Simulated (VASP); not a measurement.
# Si2W (I4/mmm) in VASP: further runs

The runs below take Si2W through relaxation of shape and atoms at fixed volume, with PBEsol.

All numbers are computed with VASP 6.6.1; they aren't measurements. Logs are shortened: lines on timing, memory, paths and dates and some standing lists are left out, and cuts for length are marked.

## 1. The cell of the first run

The structure is tetragonal, space group I4/mmm (No. 139). The conventional cell has a = 3.234 Å, b = 3.234 Å, c = 7.893 Å, α = 90.00°, β = 90.00°, γ = 90.00°. Within 3.4 Å of Si (site symmetry 4mm) lie 9 Si at 2.61 to 3.23 Å and 5 W at 2.63 to 2.64 Å. W (site symmetry 4/mmm) has 10 Si at 2.63 to 2.64 Å and 4 W at 3.23 Å within 3.5 Å.

## 2. Relaxation of shape and atoms at fixed volume, PBEsol (13.76 Å³/atom)

File INCAR:

```
SYSTEM = Si2W
PREC = Accurate ; ENCUT = 600
EDIFF = 1E-6 ; ISMEAR = 0
SIGMA = 0.1 ; LREAL = .FALSE.
LASPH = .TRUE. ; NELM = 60
ALGO = Normal ; ISIF = 4
LWAVE = .FALSE. ; LCHARG = .FALSE.
GGA = PS ; IBRION = 2
NSW = 50 ; EDIFFG = -0.01
```

File KPOINTS:

```
Automatic mesh
0
G
  18 18 18
  0 0 0
```

File POSCAR:

```
Si2W
1.0
   -1.6171402611      1.6171402611      3.9466562704
    1.6171402611     -1.6171402611      3.9466562704
    1.6171402611      1.6171402611     -3.9466562704
Si W
2 1
Direct
    0.3345424480      0.3345424480      0.0000000000
    0.6654575520      0.6654575520      0.0000000000
    0.0000000000      0.0000000000      0.0000000000
```

Potentials or basis: VASP PAW PBE potentials, release 64 (Si, W_sv).

On the command line:

```sh
cat potpaw_PBE.64/Si/POTCAR potpaw_PBE.64/W_sv/POTCAR > POTCAR
mpirun -np 1 vasp_std > vasp.out
```

OUTCAR:

```text
SYSTEM = Si2W
   PREC = Accurate
   ENCUT = 600
   EDIFF = 1E-6
   ISMEAR = 0
   LREAL = .FALSE.
   LASPH = .TRUE.
   NELM = 60
   ISIF = 4
   GGA = PS
   IBRION = 2
   NSW = 50
   EDIFFG = -0.01

 ion  position               nearest neighbor table
   1  0.335  0.335  0.000-   2 2.61   3 2.63   3 2.63   3 2.63   3 2.63   3 2.64   2 2.65   2 2.65
                             2 2.65   2 2.65
   2  0.665  0.665  0.000-   1 2.61   3 2.63   3 2.63   3 2.63   3 2.63   3 2.64   1 2.65   1 2.65
                             1 2.65   1 2.65
   3  0.000  0.000  0.000-   2 2.63   2 2.63   2 2.63   1 2.63   2 2.63   1 2.63   1 2.63   1 2.63
                             1 2.64   2 2.64

  LATTYP: Found a body centered tetragonal cell.
 ALAT       =     3.2342805222
 C/A-ratio  =     2.4405157458

  Lattice vectors:

 A1 = (  -1.6171402611,   1.6171402611,   3.9466562704)
 A2 = (   1.6171402611,  -1.6171402611,   3.9466562704)
 A3 = (   1.6171402611,   1.6171402611,  -3.9466562704)

Analysis of symmetry for initial positions (statically):
=====================================================================
 Subroutine PRICEL returns:
 Original cell was already a primitive cell.

 Routine SETGRP: Setting up the symmetry group for a
 body centered tetragonal supercell.

 Subroutine GETGRP returns: Found 16 space group operations
 (whereof 16 operations were pure point group operations)
 out of a pool of 16 trial point group operations.

The static configuration has the point symmetry D_4h.

Analysis of symmetry for dynamics (positions and initial velocities):
=====================================================================
 Subroutine PRICEL returns:
 Original cell was already a primitive cell.

 Routine SETGRP: Setting up the symmetry group for a
 body centered tetragonal supercell.

 Subroutine GETGRP returns: Found 16 space group operations
 (whereof 16 operations were pure point group operations)
 out of a pool of 16 trial point group operations.

The dynamic configuration has the point symmetry D_4h.

 Subroutine INISYM returns: Found 16 space group operations
 (whereof 16 operations are pure point group operations),
 and found     1 'primitive' translations

----------------------------------------------------------------------------------------

                                     Primitive cell

  volume of cell :      41.2843

  direct lattice vectors                    reciprocal lattice vectors
    -1.617140261  1.617140261  3.946656270     0.000000000  0.309187775  0.126689523
     1.617140261 -1.617140261  3.946656270     0.309187775  0.000000000  0.126689523
     1.617140261  1.617140261 -3.946656270     0.309187775  0.309187775  0.000000000

  length of vectors
     4.561401206  4.561401206  4.561401206     0.334136672  0.334136672  0.437257545

  position of ions in fractional coordinates (direct lattice)
     0.334542448  0.334542448  0.000000000
     0.665457552  0.665457552  0.000000000
     0.000000000  0.000000000  0.000000000

  ion indices of the primitive-cell ions
   primitive index   ion index
                 1           1
                 2           2
                 3           3

----------------------------------------------------------------------------------------

 KPOINTS: Automatic mesh

Automatic generation of k-mesh.
 Grid dimensions read from file:
 generate k-points for:   18   18   18

 Generating k-lattice:

  Cartesian coordinates                     Fractional coordinates (reciprocal lattice)
     0.000000000  0.017177099  0.007038307     0.055555556  0.000000000  0.000000000
     0.017177099  0.000000000  0.007038307     0.000000000  0.055555556  0.000000000
     0.017177099  0.017177099  0.000000000     0.000000000  0.000000000  0.055555556

  Length of vectors
     0.018563148  0.018563148  0.024292086

  Shift w.r.t. Gamma in fractional coordinates (k-lattice)
     0.000000000  0.000000000  0.000000000

 Subroutine IBZKPT returns following result:
 ===========================================

 Found    480 irreducible k-points:

 Following reciprocal coordinates:
            Coordinates               Weight
  0.000000  0.000000  0.000000      1.000000
  0.055556  0.000000  0.000000      8.000000
  0.111111  0.000000  0.000000      8.000000
  0.166667  0.000000  0.000000      8.000000
  0.222222  0.000000  0.000000      8.000000
  0.277778  0.000000  0.000000      8.000000
[... 16 lines left out ...]
 -0.277778  0.055556 -0.000000     16.000000
 -0.222222  0.055556  0.000000     16.000000
 [... further k-points ...]
   k-points           NKPTS =    480   k-points in BZ     NKDIM =    480   number of bands    NBANDS=     15
   number of dos      NEDOS =    301   number of ions     NIONS =      3
   total plane-waves  NPLWV =  46656
   dimension x,y,z NGX =    36 NGY =   36 NGZ =   36
   dimension x,y,z NGXF=    72 NGYF=   72 NGZF=   72
   ions per type =               2   1
   NGX,Y,Z   is equivalent  to a cutoff of  13.12, 13.12, 13.12 a.u.
   NGXF,Y,Z  is equivalent  to a cutoff of  26.24, 26.24, 26.24 a.u.
 SYSTEM =  Si2W
   PREC   = accura    normal or accurate (medium, high low for compatibility)
   ISTART =      0    job   : 0-new  1-cont  2-samecut
   ICHARG =      2    charge: 1-file 2-atom 10-const
   ISPIN  =      1    spin polarized calculation?
   LNONCOLLINEAR =      F non collinear calculations
   LSORBIT =      F    spin-orbit coupling
   LASPH  =      T    aspherical Exc in radial PAW
   ENCUT  =  600.0 eV  44.10 Ry    6.64 a.u.   9.11  9.11  9.11*2*pi/ulx,y,z
   NELM   =     60;   NELMIN=  2; NELMDL= -5     # of ELM steps
   EDIFF  = 0.1E-05   stopping-criterion for ELM
   LREAL  =      F    real-space projection
   EDIFFG = -.1E-01   stopping-criterion for IOM
   NSW    =     50    number of steps for IOM
   IBRION =      2    ionic relax: 0-MD 1-quasi-New 2-CG
   NFREE  =      1    steps in history (QN), initial steepest desc. (CG)
   ISIF   =      4    stress and relaxation
   ISYM   =      2    0-nonsym 1-usesym 2-fastsym
   POTIM  = 0.5000    time-step for ionic-motion
   TEBEG  =    0.0;   TEEND  =   0.0 temperature during run
   PSTRESS=    0.0 pullay stress
   NELECT =      22.0000    total number of electrons
   NUPDOWN=      -1.0000    fix difference up-down
   EMIN   =  10.00;   EMAX   =-10.00  energy-range for DOS
   EFERMI =   0.00;   METHOD = LEGACY
   ISMEAR =     0;   SIGMA  =   0.10  broadening in eV -4-tet -1-fermi 0-gaus
   EFERMI_NEDOS =   21; number of points for ismear=-14 and -15
   IALGO  =     38    algorithm
   IMIX   =      4    mixing-type and parameters
     AMIX     =   0.40;   BMIX     =  1.00
     AMIX_MAG =   1.60;   BMIX_MAG =  1.00
  volume/ion in A,a.u.               =      13.76        92.87
  Fermi-wavevector in a.u.,A,eV,Ry     =   1.327254  2.508147 23.968080  1.761604
  Thomas-Fermi vector in A             =   2.456580
   LORBIT       =      0    0 simple, 1 ext, 2 COOP (PROOUT), +10 PAW based schemes
   GGA     = PS    functional components
   LHFCALC =     F    Hartree Fock is set to
   AEXX    =    0.0000 exact exchange contribution
   IVDW    =     0    specifies the selected vdW correction
   LEPSILON=     F    determine dielectric tensor
   LRPA    =     F    only Hartree local field effects (RPA)
 conjugate gradient relaxation of ions
 non-spin polarized calculation
 Gauss-broadening in eV      SIGMA  =   0.10
  energy-cutoff  :      600.00
  volume of cell :       41.28
 maximum number of plane-waves:      1408
   NGX = 19   NGY = 19   NGZ = 19

--------------------------------------- Ionic step        1  -------------------------------------------

 number of electron      22.0000000 magnetization

 Free energy of the ion-electron system (eV)
  ---------------------------------------------------
  ext. energy  EPLUGINS =         0.00000000
  ---------------------------------------------------
  free energy    TOTEN  =       -26.61827505 eV

  energy without entropy =      -26.61733142  energy(sigma->0) =      -26.61780323

------------------------ aborting loop because EDIFF is reached ----------------------------------------

  FORCE on cell =-STRESS in cart. coord.  units (eV):
  Direction    XX          YY          ZZ          XY          YZ          ZX
  --------------------------------------------------------------------------------------
  -------------------------------------------------------------------------------------
  Total       -1.5286687     -1.5286687     -1.7654243      0.0000000      0.0000000     -0.0000000
  in kB      -59.3252092    -59.3252092    -68.5133190      0.0000000      0.0000000     -0.0000000
  external PRESSURE =     -62.3879125 kB  Pullay stress =       0.0000000 kB
[... 96 lines left out ...]
  energy  without entropy=      -26.6177310409  energy(sigma->0) =      -26.61819003

--------------------------------------- Ionic step        4  -------------------------------------------

 number of electron      22.0000000 magnetization

 Free energy of the ion-electron system (eV)
  ---------------------------------------------------
  ext. energy  EPLUGINS =         0.00000000
  ---------------------------------------------------
  free energy    TOTEN  =       -26.61868038 eV

  energy without entropy =      -26.61776407  energy(sigma->0) =      -26.61822223

 E-fermi :  11.5566     XC(G=0): -12.5074

 val. band max:       11.5404245751   @ k =  -0.4444  -0.4444   0.2778
 cond. band min:      11.6014827108   @ k =  -0.3889  -0.4444   0.3889
 fundamental gap:      0.0610581357
 Fermi energy:        11.5566094289

 k-point     1 :       0.0000    0.0000    0.0000
  band No.  band energies     occupation
      1     -62.2900      2.00000
      2     -26.5320      2.00000
      3     -26.5234      2.00000
      4     -26.5234      2.00000
      5      -2.3307      2.00000
      6       4.8305      2.00000
      7       7.8253      2.00000
      8       8.3000      2.00000
      9       8.7844      2.00000
     10       8.7844      2.00000
     11      12.1425      0.00000
     12      14.2057      0.00000
     13      14.5535      0.00000
     14      14.5711      0.00000
     15      14.5711      0.00000
[... 397 lines left out ...]
 k-point    24 :      -0.2222    0.0556    0.0000
  band No.  band energies     occupation
      1     -62.2870      2.00000
      2     -26.6066      2.00000
      3     -26.5245      2.00000
      4     -26.5218      2.00000
      5      -1.4376      2.00000
      6       4.9275      2.00000
      7       6.2800      2.00000
      8       7.9920      2.00000
      9       8.7577      2.00000
     10       9.4766      2.00000
     11      10.1608      2.00000
     12      13.0800      0.00000
     13      13.7145      0.00000
     14      15.8862      0.00000
     15      15.9786      0.00000

 [... further k-points ...]
[... 5 lines left out ...]
  --------------------------------------------------------------------------------------
  -------------------------------------------------------------------------------------
  Total       -1.5721748     -1.5721748     -1.5723342      0.0000000      0.0000000      0.0000000
  in kB      -61.0136123    -61.0136123    -61.0197998      0.0000000      0.0000000      0.0000000
  external PRESSURE =     -61.0156748 kB  Pullay stress =       0.0000000 kB
[... 18 lines left out ...]
  FREE ENERGIE OF THE ION-ELECTRON SYSTEM (eV)
  ---------------------------------------------------
  free  energy   TOTEN  =       -26.6186803789 eV

  energy  without entropy=      -26.6177640738  energy(sigma->0) =      -26.61822223

 reached required accuracy - stopping structural energy minimisation
```

It took 9.5 min on 1 thread of Intel Xeon 6975P-C (Granite Rapids), shared host; peak memory 0.51 GiB.

Results:

- Free energy: -26.6187 eV
- Energy gained by relaxing: 0.1 meV/atom
- Ionic steps: 4
- Pressure after relaxing: -6.1 GPa
- Band gap on the k mesh: zero (bands 11 and 12 overlap by 1.23 eV)

The path:
```csv
step,energy change (eV),largest force (eV/Å),pressure (GPa),volume (Å³)
1,0.0000,0.0686,-6.24,41.28
2,-0.0003,0.0003,-6.07,41.28
3,-0.0004,0.0201,-6.12,41.28
4,-0.0004,0.0012,-6.10,41.28
```

Final structure:
```cif
data_structure
_symmetry_space_group_name_H-M 'P 1'
_symmetry_Int_Tables_number 1
_cell_length_a 4.5573
_cell_length_b 4.5573
_cell_length_c 4.5573
_cell_angle_alpha 138.401
_cell_angle_beta 138.401
_cell_angle_gamma 60.289
_cell_volume 41.28
loop_
_atom_site_label
_atom_site_type_symbol
_atom_site_fract_x
_atom_site_fract_y
_atom_site_fract_z
_atom_site_occupancy
Si1 Si 0.33498 0.33498 0.00000 1
Si2 Si 0.66502 0.66502 0.00000 1
W1 W 0.00000 0.00000 0.00000 1
```

Caveat: the PAW data sets were made with another functional, which shifts forces and pressure a little; spin-orbit coupling is left out, which moves the levels of the heavy elements.

## 3. Relaxation of shape and atoms at fixed volume, PBEsol (14.70 Å³/atom)

This run uses another cell than the first one, of 14.70 Å³/atom.

File INCAR:

```
PREC = Accurate
ENCUT = 600
EDIFF = 1E-7
ISMEAR = 0
SIGMA = 0.1
LREAL = False
LASPH = True
NELM = 100
ALGO = Normal
ISIF = 4
LWAVE = False
LCHARG = False
GGA = PS
IBRION = 2
NSW = 50
EDIFFG = -0.01
```

File KPOINTS:

```
regular mesh
0
Gamma
  18 18 18
```

File POSCAR:

```
Si2W
1.0
   -1.6550293692      1.6550293692      4.0240997133
    1.6550293692     -1.6550293692      4.0240997133
    1.6550293692      1.6550293692     -4.0240997133
Si W
2 1
Direct
    0.3355316519      0.3355316519      0.0000000000
    0.6644683481      0.6644683481      0.0000000000
    0.0000000000      0.0000000000      0.0000000000
```

Potentials or basis: VASP PAW PBE potentials, release 64 (Si, W_sv).

On the command line:

```sh
cat potpaw_PBE.64/Si/POTCAR potpaw_PBE.64/W_sv/POTCAR > POTCAR
mpirun -np 1 vasp_std > vasp.out
```

Wall time 13 min (1 thread of Intel Xeon 6975P-C (Granite Rapids), shared host); peak memory 0.56 GiB.

The run converged. Its results:

| Property | Result |
| --- | --- |
| Free energy | -26.4045 eV |
| Energy gained by relaxing | 0.2 meV/atom |
| Ionic steps | 4 |
| Pressure after relaxing | -17.6 GPa |
| Band gap on the k mesh | zero (bands 11 and 12 overlap by 1.07 eV) |

Step by step:
```
step  energy change (eV)  largest force (eV/Å)  pressure (GPa)  volume (Å³)
   1              0.0000                0.0884          -17.77        44.09
   2             -0.0006                0.0116          -17.64        44.09
   3             -0.0006                0.0236          -17.66        44.09
   4             -0.0007                0.0019          -17.64        44.09
```

Final structure:
```yaml
crystal:
  lattice:
    - [-1.65638, 1.65638, 4.01755]
    - [1.65638, -1.65638, 4.01755]
    - [1.65638, 1.65638, -4.01755]
  atoms:
    - { symbol: Si, position: [0.33616, 0.33616, 0.00000] }
    - { symbol: Si, position: [0.66384, 0.66384, 0.00000] }
    - { symbol: W, position: [0.00000, 0.00000, 0.00000] }
```

Levels at points of the mesh, in eV from the Fermi level:
| k point | band 7 | band 8 | band 9 | band 10 | band 11 | band 12 | band 13 | band 14 | band 15 |
| --- | --- | --- | --- | --- | --- | --- | --- | --- | --- |
| (0.00, 0.00, 0.00) | -3.74 | -2.95 | -2.56 | -2.56 | 0.51 | 2.33 | 2.78 | 2.78 | 3.28 |
| (0.50, 0.00, 0.00) | -5.38 | -4.54 | -2.58 | -2.43 | -0.33 | 2.32 | 2.71 | 3.69 | 3.79 |
| (0.50, 0.50, 0.00) | -5.55 | -5.41 | -4.62 | -2.88 | -1.74 | 2.56 | 2.62 | 2.70 | 3.69 |
| (0.50, 0.50, 0.50) | -3.40 | -2.29 | -0.78 | -0.78 | -0.43 | -0.43 | 0.66 | 3.95 | 4.30 |

Caveat: the PAW data sets were made with another functional, which shifts forces and pressure a little; spin-orbit coupling is left out, which moves the levels of the heavy elements.

The gap in the log of VASP goes by the Fermi energy; the results here count the filled bands.